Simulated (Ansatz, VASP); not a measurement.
# MnO: VASP beside Ansatz

```
Mn O
1.0
     0.00000    2.22938    2.22938
     2.22938    0.00000    2.22938
     2.22938    2.22938    0.00000
Mn O
1 1
Cartesian
  0.0000 0.0000 0.0000
  2.2294 2.2294 2.2294
```

Alike in both runs: task single point; functional PBE; k mesh 12 × 12 × 12; occupations gaussian, width 0.05 eV; collinear spin; Hubbard terms Mn d U = 3.9 eV.

|  | VASP | Ansatz |
| --- | --- | --- |
| version | VASP 6.6.1 | Ansatz 0.2.0 |
| potentials or method | VASP PAW PBE potentials, release 64 (Mn_pv, O), cutoff 520 eV | scalar-relativistic, plane waves, PAW |
| valence electrons in the cell | 19 | 21 |

|  | VASP | Ansatz | Ansatz less VASP |
| --- | --- | --- | --- |
| gap on the k mesh at the Fermi level (eV) | 0.19 | 0.11 | -0.087 |
| least direct gap on the mesh (eV) | 2.63 | 2.52 | -0.110 |
| pressure (GPa) | 6.1 | 7.8 | +1.65 |
| net moment per atom (μB) | 2.50 | 2.50 | 0.000 |
| size of the moment on the site where the two differ most (μB) | 4.62 | 4.28 | -0.339 |

Site moments also hang on the region over which each program counts them. The programs project onto different local orbitals, so the same U acts differently, and such runs can settle in different states. VASP's potentials hold 19 valence electrons a cell and Ansatz's 21, so a difference there can come from the potentials and not from the codes. Ansatz's warnings: stability check not made.
